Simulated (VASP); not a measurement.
Here is a VASP 6.6.1 calculation.

INCAR

```
ALGO = Normal
EDIFF = 1E-6
ENCUT = 520
GGA = PE
ISIF = 2
ISMEAR = -1
LASPH = True
LCHARG = False
LREAL = False
LWAVE = False
NBANDS = 28
NELM = 80
PREC = Accurate
SIGMA = 0.1
```

The input KPOINTS:

```
k-points
0
Gamma
  6 6 4
```

Contents of POSCAR:

```
SnO
1.0
    3.7645300033      0.0000000000      0.0000000000
    0.0000000000      3.7645300033      0.0000000000
    0.0000000000      0.0000000000      4.7973824145
Sn O
2 2
Direct
    0.5000000000      0.0000000000      0.2369000000
    0.0000000000      0.5000000000      0.7631000000
    0.0000000000      0.0000000000      0.0000000000
    0.5000000000      0.5000000000      0.0000000000
```

Potentials or basis: VASP PAW PBE potentials, release 64 (Sn_d, O).

The run is started by

```sh
$ cat potpaw_PBE.64/Sn_d/POTCAR potpaw_PBE.64/O/POTCAR > POTCAR
$ mpirun -np 1 vasp_std > vasp.out
```

Predict the band gap on the k mesh.

zero (band 20 reaches 7.67 eV, above the bottom of band 21 at 7.64 eV).

What does it give for the largest force?

1.042 eV/Å.

What does it give for the pressure?

8.0 GPa.

Stress tensor (GPa, compression positive):
```
8.55 0.00 0.00
0.00 8.55 0.00
0.00 0.00 6.83
```

Caveat: spin-orbit coupling is left out, which moves the levels of the heavy elements; forces of over 1 eV/Å act on the atoms, so gaps and moduli don't describe the material at rest.
